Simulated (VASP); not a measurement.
Set up this calculation in VASP 6.6.1, as the native input.

```yaml
Task: electric field gradients
Functional: PBE
Potentials_or_basis: VASP PAW PBE potentials, release 64 (Zn)
Cutoff: 520 eV
k_mesh: 18 × 18 × 8
Occupations: fermi-dirac, width 0.03 eV
Spin: no spin polarisation
Dipole_correction: no
Further_INCAR_settings: ALGO = Normal; EDIFF = 1e-08; NBANDS = 19
```

The structure of Zn lies in POSCAR:

```
Zn
1.0
    2.6647980532     -0.0133239903     -0.0133239903
   -1.3439379406      2.3144448051     -0.0048769189
   -0.0247335000     -0.0247335000      4.9467000000
Zn
2
Direct
    0.3333333333      0.6666666667      0.2500000000
    0.6666666667      0.3333333333      0.7500000000
```

This cell differs from its parent crystal: equal xy, yz and zx shear strains of -1 %.

These files were run (other wordings do the same):

INCAR

```
PREC     = Accurate       # precision mode
ENCUT    = 520            # plane-wave cutoff, eV
EDIFF    = 1E-8           # SCF threshold, eV
ISMEAR   = -1             # smearing method
SIGMA    = 0.03           # smearing width, eV
LREAL    = False          # projectors in reciprocal space
LASPH    = True           # aspherical terms in the spheres
NELM     = 100            # most SCF steps
ALGO     = Normal         # electronic algorithm
ISIF     = 2              # what is computed and relaxed
LWAVE    = False          # write WAVECAR
LCHARG   = False          # write CHGCAR
GGA      = PE             # functional
LEFG     = True         
NBANDS   = 19             # bands
```

KPOINTS

```
regular mesh
0
Gamma
  18 18 8
```

Potentials or basis: VASP PAW PBE potentials, release 64 (Zn).

Run with:

```console
$ cat potpaw_PBE.64/Zn/POTCAR > POTCAR
$ mpirun -np 1 vasp_std > vasp.out
```

Results of the run:

| Quantity | Value |
| --- | --- |
| Pressure | 0.0 GPa |
| Largest force | 0.003 eV/Å |
| Band gap on the k mesh | zero (bands 12 and 13 overlap by 4.69 eV) |
| Largest electric field gradient by atom | Zn +35.5 V/Å² |

Caveat: the cell differs from its parent crystal (equal xy, yz and zx shear strains of -1 %); without QUAD_EFG the Cq values of the log hold for a quadrupole moment of 1 mb, not for the nuclei.

Run time: 4.9 min on 1 thread of Oxide Virtual Turin-like Processor (shared host), peak memory 0.62 GiB.
